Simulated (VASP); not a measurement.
Set up this calculation in VASP 6.6.1, as the native input.

```yaml
Task: single point
Functional: PBE-based global hybrid with 40 % exact exchange
Potentials_or_basis: VASP PAW PBE potentials, release 64 (Hg, S)
Cutoff: 400 eV
k_mesh: 6 × 6 × 6
Occupations: gaussian, width 0.05 eV
Spin: no spin polarisation
Dipole_correction: no
Grid_for_exact_exchange_PRECFOCK: Normal
Share_of_exact_exchange: 0.4
Further_INCAR_settings: ALGO = Normal; EDIFF = 1e-06; NBANDS = 16
```

HgS:

```
Hg S
1.0
     0.00000    2.92900    2.92900
     2.92900    0.00000    2.92900
     2.92900    2.92900    0.00000
Hg S
1 1
Direct
  0.00000 0.00000 0.00000
  0.75000 0.75000 0.75000
```

These files were run (other wordings do the same):

POSCAR

```
HgS
1.0
    0.0000000000      2.9289995691      2.9289995691
    2.9289995691      0.0000000000      2.9289995691
    2.9289995691      2.9289995691      0.0000000000
Hg S
1 1
Direct
    0.0000000000      0.0000000000      0.0000000000
    0.7500000000      0.7500000000      0.7500000000
```

INCAR.step1

```
SYSTEM = HgS
ALGO = Normal ; EDIFF = 1E-5
ENCUT = 400 ; GGA = PE
GGA_COMPAT = .False. ; ISIF = 2
ISMEAR = 0 ; LASPH = .True.
LCHARG = .False. ; LREAL = .False.
LWAVE = .True. ; NBANDS = 16
NELM = 120 ; PREC = Accurate
SIGMA = 0.05
```

INCAR.step2

```
SYSTEM = HgS
AEXX = 0.4 ; ALGO = Normal
EDIFF = 1E-6 ; ENCUT = 400
GGA = PE ; GGA_COMPAT = .False.
ISIF = 2 ; ISMEAR = 0
ISTART = 1 ; LASPH = .True.
LCHARG = .False. ; LHFCALC = .True.
LREAL = .False. ; LWAVE = .False.
NBANDS = 16 ; NELM = 120
PREC = Accurate ; PRECFOCK = Normal
SIGMA = 0.05
```

KPOINTS

```
k-points
0
Gamma
  6 6 6
  0 0 0
```

Potentials or basis: VASP PAW PBE potentials, release 64 (Hg, S).

Command:

```sh
$ cat potpaw_PBE.64/Hg/POTCAR potpaw_PBE.64/S/POTCAR > POTCAR
$ cp INCAR.step1 INCAR
$ mpirun -np 1 vasp_std > vasp.out
$ cp INCAR.step2 INCAR
$ mpirun -np 1 vasp_std > vasp.out
```

It gave:

```
Pressure               : 1.1 GPa
Band gap on the k mesh : 2.07 eV
```

Caveat: the PAW data sets were made with another functional, which shifts forces and pressure a little; spin-orbit coupling is left out, which moves the levels of the heavy elements.

It took 74 min on 1 thread of Intel(R) Xeon(R) Platinum 8259CL CPU @ 2.50GHz (Skylake/Cascade Lake), on a shared host, peak memory 0.18 GiB.
